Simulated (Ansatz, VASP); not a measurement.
CuF in VASP and in Ansatz

The input POSCAR:

```
CuF
1.0
    2.8167174026      0.0000000000      0.0000000000
   -1.4083587013      2.4393488259      0.0000000000
    0.0000000000      0.0000000000      6.5275442389
Cu F
2 2
Direct
    0.0000000000      0.0000000000      0.0000000000
    0.0000000000      0.0000000000      0.5000000000
    0.3333333333      0.6666666667      0.2500000000
    0.6666666667      0.3333333333      0.7500000000
```

The input INCAR.step1:

```
ALGO     = Normal         # electronic algorithm
EDIFF    = 1E-4           # SCF threshold, eV
ENCUT    = 520            # plane-wave cutoff, eV
GGA      = PE             # functional
ISMEAR   = -1             # smearing method
LASPH    = T              # aspherical terms in the spheres
LCHARG   = F              # write CHGCAR
LREAL    = F              # projectors in reciprocal space
LWAVE    = T              # write WAVECAR
NBANDS   = 26             # bands
NELM     = 100            # most SCF steps
PREC     = Accurate       # precision mode
SIGMA    = 0.02           # smearing width, eV
```

INCAR.step2

```
ALGO     = Normal         # electronic algorithm
EDIFF    = 1E-7           # SCF threshold, eV
ENCUT    = 520            # plane-wave cutoff, eV
ISIF     = 2              # what is computed and relaxed
ISMEAR   = -1             # smearing method
ISTART   = 1            
LASPH    = T              # aspherical terms in the spheres
LCHARG   = F              # write CHGCAR
LMIXTAU  = T            
LREAL    = F              # projectors in reciprocal space
LWAVE    = F              # write WAVECAR
METAGGA  = R2SCAN         # meta-GGA
NBANDS   = 26             # bands
NELM     = 100            # most SCF steps
PREC     = Accurate       # precision mode
SIGMA    = 0.02           # smearing width, eV
```

KPOINTS

```
k-points
0
Gamma
  9 9 4
```

Input for Ansatz:

```yaml
crystal:
  lattice:
    - [2.8167174026, 0.0, 0.0]
    - [-1.4083587013, 2.4393488259, 0.0]
    - [0.0, 0.0, 6.5275442389]
  atoms:
    - { symbol: Cu, position: [0.0, 0.0, 0.0] }
    - { symbol: Cu, position: [0.0, 0.0, 0.5] }
    - { symbol: F, position: [0.3333333333, 0.6666666667, 0.25] }
    - { symbol: F, position: [0.6666666667, 0.3333333333, 0.75] }
kpoints:
  mp_grid: { grid: [9, 9, 4] }
hamiltonian:
  xc: r2scan
scf:
  occupations: { method: fermi_dirac, width: 0.02 }
  n_extra_bands: 5
output:
  forces: true
  stress: true
  eigenvalues: true
```

Alike in both runs: task single point; functional r2SCAN; k mesh 9 × 9 × 4; occupations fermi-dirac, width 0.02 eV; no spin polarisation.

|  | VASP | Ansatz |
| --- | --- | --- |
| version | VASP 6.6.1 | Ansatz 0.2.0 |
| potentials or method | VASP PAW PBE potentials, release 64 (Cu, F) | plane waves, PAW |
| plane-wave cutoff (eV) | 520 | 500 |
| valence electrons in the cell | 36 | 52 |

```tsv
	VASP	Ansatz	Ansatz less VASP
pressure (GPa)	-5.8	-5.8	+0.02
traceless stress, the component that is largest in VASP (GPa)	-2.09	-2.32	-0.230
```

VASP's potentials were made for PBE, not for r2SCAN. VASP's potentials hold 36 valence electrons a cell and Ansatz's 52, so a difference there can come from the potentials and not from the codes.
